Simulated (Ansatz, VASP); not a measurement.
Two plane-wave programs on PbSe

INCAR

```
PREC = Accurate ; ENCUT = 520
EDIFF = 1E-7 ; ISMEAR = 0
SIGMA = 0.03 ; LREAL = False
LASPH = True ; NELM = 80
ALGO = Normal ; ISIF = 2
LWAVE = False ; LCHARG = False
GGA = PE ; IVDW = 12
NBANDS = 17
```

Contents of KPOINTS:

```
regular mesh
0
Gamma
  10 10 10
```

POSCAR

```
PbSe
1.0
    0.0000000000      2.9283991162      3.1222591377
    2.9283991162      0.0000000000      3.1222591377
    2.9283991162      2.9283991162      0.0000000000
Pb Se
1 1
Direct
    0.0000000000      0.0000000000      0.0000000000
    0.5000000000      0.5000000000      0.5000000000
```

Input for Ansatz:

```yaml
crystal:
  lattice:
    - [0.0, 2.9283991162, 3.1222591377]
    - [2.9283991162, 0.0, 3.1222591377]
    - [2.9283991162, 2.9283991162, 0.0]
  atoms:
    - { symbol: Pb, position: [0.0, 0.0, 0.0] }
    - { symbol: Se, position: [0.5, 0.5, 0.5] }
basis:
  ecutwfc: 420
kpoints:
  mp_grid: { grid: [10, 10, 10] }
hamiltonian:
  xc: pbe
  dispersion: d3bj
scf:
  occupations: { method: gaussian, width: 0.03 }
output:
  forces: true
  stress: true
  eigenvalues: true
```

Alike in both runs: task single point; functional PBE; dispersion D3(BJ); k mesh 10 × 10 × 10; occupations gaussian, width 0.03 eV; no spin polarisation.

```csv
,VASP,Ansatz
version,VASP 6.6.1,Ansatz 0.2.0
potentials or method,"VASP PAW PBE potentials, release 64 (Pb_d, Se), cutoff 520 eV","scalar-relativistic, plane waves, PAW"
valence electrons in the cell,20,30
```

```csv
,VASP,Ansatz,Ansatz less VASP
gap on the k mesh at the Fermi level (eV),0.08,0.09,+0.005
least direct gap on the mesh (eV),0.08,0.09,+0.005
pressure (GPa),5.2,5.2,+0.01
"traceless stress, the component that is largest in VASP (GPa)",-6.63,-6.61,+0.017
```

VASP's potentials hold 20 valence electrons a cell and Ansatz's 30, so a difference there can come from the potentials and not from the codes.

Neither program's run includes spin-orbit coupling.
